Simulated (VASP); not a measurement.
# BeTe (F-43m) in VASP: settings compared, part 3 of 3

VASP 6.6.1.

### 5 Single point, PBEsol

This run uses another cell than the first one, of 22.02 Å³/atom, 1.028 times its volume.

INCAR

```
SYSTEM = BeTe
PREC = Accurate
ENCUT = 520
EDIFF = 1E-6
ISMEAR = -1
SIGMA = 0.02
LREAL = .False.
LASPH = .True.
NELM = 60
ALGO = Normal
ISIF = 2
LWAVE = .False.
LCHARG = .True.
GGA = PS
LELF = .True.
LVHAR = .True.
NBANDS = 11
```

KPOINTS

```
Automatic mesh
0
Gamma
  8 8 8
  0 0 0
```

POSCAR

```
BeTe
1.0
    0.0000000000      2.8029731874      2.8029731874
    2.8029731874      0.0000000000      2.8029731874
    2.8029731874      2.8029731874      0.0000000000
Be Te
1 1
Direct
    0.0000000000      0.0000000000      0.0000000000
    0.2500000000      0.2500000000      0.2500000000
```

Potentials or basis: VASP PAW PBE potentials, release 64 (Be, Te).

Launch:

```bash
> cat potpaw_PBE.64/Be/POTCAR potpaw_PBE.64/Te/POTCAR > POTCAR
> mpirun -np 1 vasp_std > vasp.out
```

OUTCAR:

```text
SYSTEM = BeTe
   PREC = Accurate
   ENCUT = 520
   EDIFF = 1E-6
   ISMEAR = -1
   LREAL = .False.
   LASPH = .True.
   NELM = 60
   ISIF = 2
   GGA = PS

 ion  position               nearest neighbor table
   1  0.000  0.000  0.000-   2 2.43   2 2.43   2 2.43   2 2.43
   2  0.250  0.250  0.250-   1 2.43   1 2.43   1 2.43   1 2.43

  LATTYP: Found a face centered cubic cell.
 ALAT       =     5.6059463748

  Lattice vectors:

 A1 = (   0.0000000000,   2.8029731874,   2.8029731874)
 A2 = (   2.8029731874,   0.0000000000,   2.8029731874)
 A3 = (   2.8029731874,   2.8029731874,   0.0000000000)

Analysis of symmetry for initial positions (statically):
=====================================================================
 Subroutine PRICEL returns:
 Original cell was already a primitive cell.

 Routine SETGRP: Setting up the symmetry group for a
 face centered cubic supercell.

 Subroutine GETGRP returns: Found 24 space group operations
 (whereof 24 operations were pure point group operations)
 out of a pool of 48 trial point group operations.

The static configuration has the point symmetry T_d .

Analysis of symmetry for dynamics (positions and initial velocities):
=====================================================================
 Subroutine PRICEL returns:
 Original cell was already a primitive cell.

 Routine SETGRP: Setting up the symmetry group for a
 face centered cubic supercell.

 Subroutine GETGRP returns: Found 24 space group operations
 (whereof 24 operations were pure point group operations)
 out of a pool of 48 trial point group operations.

The dynamic configuration has the point symmetry T_d .

 Subroutine INISYM returns: Found 24 space group operations
 (whereof 24 operations are pure point group operations),
 and found     1 'primitive' translations

----------------------------------------------------------------------------------------

                                     Primitive cell

  volume of cell :      44.0440
[... 111 lines left out ...]
  Fermi-wavevector in a.u.,A,eV,Ry     =   0.927134  1.752029 11.695264  0.859578
  Thomas-Fermi vector in A             =   2.053171
   LORBIT       =      0    0 simple, 1 ext, 2 COOP (PROOUT), +10 PAW based schemes
   GGA     = PS    functional components
   LHFCALC =     F    Hartree Fock is set to
   AEXX    =    0.0000 exact exchange contribution
   IVDW    =     0    specifies the selected vdW correction
   LEPSILON=     F    determine dielectric tensor
   LRPA    =     F    only Hartree local field effects (RPA)
 non-spin polarized calculation
  energy-cutoff  :      520.00
  volume of cell :       44.04
 maximum number of plane-waves:      1243
 NGX is ok and might be reduce to    30
   NGX = 15   NGY = 15   NGZ = 15

 number of electron       7.9999999 magnetization

 Free energy of the ion-electron system (eV)
  ---------------------------------------------------
  ext. energy  EPLUGINS =         0.00000000
  ---------------------------------------------------
  free energy    TOTEN  =        -8.21585715 eV

  energy without entropy =       -8.21585715  energy(sigma->0) =       -8.21585715

 E-fermi :   5.5720     XC(G=0):  -9.2569

 val. band max:        5.1594033687   @ k =   0.0000   0.0000   0.0000
 cond. band min:       6.9784495444   @ k =   0.5000   0.5000   0.0000
 fundamental gap:      1.8190461757
 Fermi energy:         5.5719732478

 k-point     1 :       0.0000    0.0000    0.0000
  band No.  band energies     occupation
      1      -7.2657      2.00000
      2       5.1594      2.00000
      3       5.1594      2.00000
      4       5.1594      2.00000
      5       8.7471      0.00000
      6       8.7471      0.00000
      7       8.7471      0.00000
      8       8.9917      0.00000
      9      13.3708      0.00000
     10      15.4306      0.00000
     11      15.4306      0.00000
[... 309 lines left out ...]
 k-point    24 :      -0.3750    0.2500    0.1250
  band No.  band energies     occupation
      1      -5.6342      2.00000
      2      -0.0696      2.00000
      3       2.1954      2.00000
      4       3.2008      2.00000
      5       9.2971      0.00000
      6       9.5124      0.00000
      7      11.8590      0.00000
      8      12.9198      0.00000
      9      13.6018      0.00000
     10      16.7165      0.00000
     11      17.0233      0.00000

 [... further k-points ...]
[... 5 lines left out ...]
  --------------------------------------------------------------------------------------
  -------------------------------------------------------------------------------------
  Total        0.0611186      0.0611186      0.0611186      0.0000000      0.0000000     -0.0000000
  in kB        2.2232961      2.2232961      2.2232961      0.0000000      0.0000000     -0.0000000
  external PRESSURE =       2.2232961 kB  Pullay stress =       0.0000000 kB

 VOLUME and BASIS-vectors are now :
 -----------------------------------------------------------------------------
  energy-cutoff  :      520.00
  volume of cell :       44.04
      direct lattice vectors                 reciprocal lattice vectors
     0.000000000  2.802973187  2.802973187    -0.178382013  0.178382013  0.178382013
     2.802973187  0.000000000  2.802973187     0.178382013 -0.178382013  0.178382013
     2.802973187  2.802973187  0.000000000     0.178382013  0.178382013 -0.178382013

 POSITION                                       TOTAL-FORCE (eV/Angst)
 -----------------------------------------------------------------------------------
      0.00000      0.00000      0.00000        -0.000000     -0.000000     -0.000000
      1.40149      1.40149      1.40149         0.000000      0.000000      0.000000
 -----------------------------------------------------------------------------------
    total drift:                                0.000000      0.000000      0.000000

  FREE ENERGIE OF THE ION-ELECTRON SYSTEM (eV)
  ---------------------------------------------------
  free  energy   TOTEN  =        -8.2158571525 eV

  energy  without entropy=       -8.2158571525  energy(sigma->0) =       -8.21585715
```

stdout:

```text
POSCAR found type information on POSCAR BeTe
 POSCAR found :  2 types and       2 ions
 scaLAPACK will be used
 -----------------------------------------------------------------------------
|                                                                             |
|                                                                             |
|     You enforced a specific xc type in the INCAR file but a different       |
|     I HOPE YOU KNOW WHAT YOU ARE DOING!                                     |
|                                                                             |
 -----------------------------------------------------------------------------

 LDA part: xc-table for (Slater+PW92), standard interpolation
 POSCAR, INCAR and KPOINTS ok, starting setup
 FFT: planning ... GRIDC
 FFT: planning ... GRID_SOFT
 FFT: planning ... GRID
 WAVECAR not read
 entering main loop
```

It took 6.7 s on 1 thread of Intel Xeon 6975P-C (Granite Rapids), shared host; peak memory 0.17 GiB.

What came out:

| Property | Result |
| --- | --- |
| Free energy | -8.2159 eV |
| Pressure | 0.2 GPa |
| Band gap on the k mesh | 1.82 eV, indirect (least direct gap 3.59 eV) |

Caveat: the PAW data sets were made with another functional, which shifts forces and pressure a little; spin-orbit coupling is left out, which moves the levels of the heavy elements.

### 6 Overview

| level | potentials or basis | cell | smearing | gap on the mesh (eV) | pressure (GPa) |
| --- | --- | --- | --- | --- | --- |
| LDA | VASP PAW LDA potentials, release 64 (Be, Te) | a = 3.928 Å, angles 60.0°, 2 atoms | fermi-dirac 0.02 eV | 1.77 | 0.3 |
| PBE | VASP PAW PBE potentials, release 64 (Be, Te) | a = 4.005 Å, angles 60.0°, 2 atoms | fermi-dirac 0.02 eV | 2.01 | 0.1 |
| LDA | VASP PAW LDA potentials, release 64 (Be, Te) | a = 4.000 Å, angles 60.0°, 2 atoms | gaussian 0.01 eV | 1.90 | -2.9 |
| PBEsol | VASP PAW PBE potentials, release 64 (Be, Te) | a = 3.964 Å, angles 60.0°, 2 atoms | fermi-dirac 0.02 eV | 1.82 | 0.2 |

Alike in all rows: task single point; no spin polarisation; k mesh 8 × 8 × 8; cutoff (eV) 520.

Caveats: spin-orbit coupling is left out, which moves the levels of the heavy elements; the PAW data sets were made with another functional, which shifts forces and pressure a little (some runs).

Total energies depend on the potentials used, so only differences within one code and one set of settings carry meaning.
